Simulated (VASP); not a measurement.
A run of VASP 6.6.1:

Contents of POSCAR:

```
PbS
1.0
    3.6536590000      0.0000000000      0.0000000000
    0.0000000000      3.6536590000      0.0000000000
    0.0000000000      0.0000000000      3.6536590000
Pb S
1 1
Direct
    0.0000000000      0.0000000000      0.0000000000
    0.5000000000      0.5000000000      0.5000000000
```

File INCAR.step1:

```
SYSTEM = PbS
PREC = Accurate
ENCUT = 520
EDIFF = 1E-5
ISMEAR = -1
SIGMA = 0.05
LREAL = .FALSE.
LASPH = .TRUE.
NELM = 60
ALGO = Normal
ISIF = 2
LWAVE = .TRUE.
LCHARG = .FALSE.
NBANDS = 17
GGA = PE
```

Contents of INCAR.step2:

```
SYSTEM = PbS
PREC = Accurate
ENCUT = 520
EDIFF = 1E-7
ISMEAR = -1
SIGMA = 0.05
LREAL = .FALSE.
LASPH = .TRUE.
NELM = 60
ALGO = Normal
ISIF = 2
LWAVE = .FALSE.
LCHARG = .FALSE.
GGA = PS
LHFCALC = .TRUE.
AEXX = 0.25
PRECFOCK = Normal
NBANDS = 17
ISTART = 1
```

Contents of KPOINTS:

```
regular mesh
0
G
  4 4 4
  0 0 0
```

Potentials or basis: VASP PAW PBE potentials, release 64 (Pb_d, S).

Launch:

```bash
$ cat potpaw_PBE.64/Pb_d/POTCAR potpaw_PBE.64/S/POTCAR > POTCAR
$ cp INCAR.step1 INCAR
$ mpirun -np 1 vasp_std > vasp.out
$ cp INCAR.step2 INCAR
$ mpirun -np 1 vasp_std > vasp.out
```

Hardware: 1 thread of Intel Xeon 8259CL, with other jobs on the host.

How long does it take, and how much memory?

It took 18 min on 1 thread of Intel Xeon 8259CL, with other jobs on the host, peak memory 0.18 GiB. Counts: k points 10.
